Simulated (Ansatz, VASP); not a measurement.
**Al32H: VASP beside Ansatz**

```
CELL_PARAMETERS angstrom
8.10000 0.00000 0.00000
0.00000 8.10000 0.00000
0.00000 0.00000 8.10000
ATOMIC_POSITIONS crystal
Al 0.50046 0.00299 0.00249
Al 0.74946 0.25089 0.99908
Al 0.74944 0.99963 0.25034
Al 0.00071 0.99966 0.99909
Al 0.24972 0.24754 0.00244
Al 0.49933 0.50101 0.99830
Al 0.75282 0.75060 0.00251
Al 0.24967 0.00301 0.24697
Al 0.50047 0.24749 0.24699
Al 0.75280 0.49984 0.24700
Al 0.49929 0.99883 0.50051
Al 0.75283 0.24747 0.49938
Al 0.75280 0.00298 0.75014
Al 0.99739 0.49987 0.00243
Al 0.25081 0.74951 0.99829
Al 0.00071 0.25089 0.25032
Al 0.25085 0.50104 0.25113
Al 0.49929 0.74946 0.25114
Al 0.99729 0.00303 0.49936
Al 0.25081 0.25169 0.50046
Al 0.50941 0.49086 0.49043
Al 0.74864 0.74949 0.50049
Al 0.25085 0.99885 0.74894
Al 0.49933 0.25168 0.74896
Al 0.74867 0.50103 0.74895
Al 0.99730 0.75062 0.24695
Al 0.00150 0.50101 0.50048
Al 0.24062 0.75965 0.49034
Al 0.99739 0.24755 0.75011
Al 0.24090 0.49106 0.75892
Al 0.50940 0.75954 0.75911
Al 0.00150 0.74950 0.74896
H 0.37513 0.62553 0.62442
```

Alike in both runs: functional PBE; dispersion D3(BJ); k mesh 2 × 2 × 2; occupations gaussian, width 0.1 eV; no spin polarisation.

Ansatz relaxed the structure, and its values are those at the end. VASP's run is a single point on that final structure, the one shown.

|  | VASP | Ansatz |
| --- | --- | --- |
| version | VASP 6.6.1 | Ansatz 0.2.0 |
| potentials or method | VASP PAW PBE potentials, release 64 (Al, H), cutoff 520 eV | scalar-relativistic, plane waves, PAW |
| valence electrons in the cell | 97 | 97 |

|  | VASP | Ansatz | Ansatz less VASP |
| --- | --- | --- | --- |
| rms of the force components (eV/Å) | 0.004 | 0.002 | -0.0026 |

The k mesh is coarse, so the values compare programs but aren't converged.
